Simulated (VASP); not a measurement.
The system is Y.

```
Y
1.0
     3.65494    0.00000    0.00000
    -1.82747    3.16527    0.00000
     0.00000    0.00000    5.67546
Y
2
Direct
  0.33333 0.66667 0.25000
  0.66667 0.33333 0.75000
```

| Property | Result |
| --- | --- |
| Program | VASP 6.6.1 |
| Task | relaxation of cell and atoms |
| Functional | LDA |
| Potentials or basis | VASP PAW LDA potentials, release 64 (Y_sv) |
| Cutoff | 600 eV |
| k mesh | 15 × 15 × 8 |
| Occupations | gaussian, width 0.1 eV |
| Spin | no spin polarisation |

At the start: pressure -3.7 GPa; volume 32.83 Å³/atom.

How do energy, volume and symmetry change on relaxing?

Over 8 steps the energy falls by 37.1 meV/atom and the volume is 29.84 Å³/atom (-9.1 %); space group P6_3/mmc (No. 194, to 0.1 Å) before and after.

Step by step:
| step | energy change (eV) | largest force (eV/Å) | pressure (GPa) | volume (Å³) |
| --- | --- | --- | --- | --- |
| 1 | 0.0000 | 0.0000 | -3.73 | 65.66 |
| 2 | -0.0716 | 0.0000 | 0.81 | 58.65 |
| 3 | -0.0741 | 0.0000 | 0.01 | 59.67 |
| 4 | -0.0741 | 0.0000 | -0.10 | 59.79 |
| 5 | -0.0741 | 0.0000 | -0.08 | 59.78 |
| 6 | -0.0741 | 0.0000 | -0.08 | 59.77 |
| 7 | -0.0742 | 0.0000 | 0.01 | 59.66 |
| 8 | -0.0742 | 0.0000 | -0.01 | 59.67 |

Final structure:
```
Y
1.0
     3.53948    0.00000    0.00000
    -1.76974    3.06528    0.00000
     0.00000    0.00000    5.49988
Y
2
Direct
  0.33333 0.66667 0.25000
  0.66667 0.33333 0.75000
```
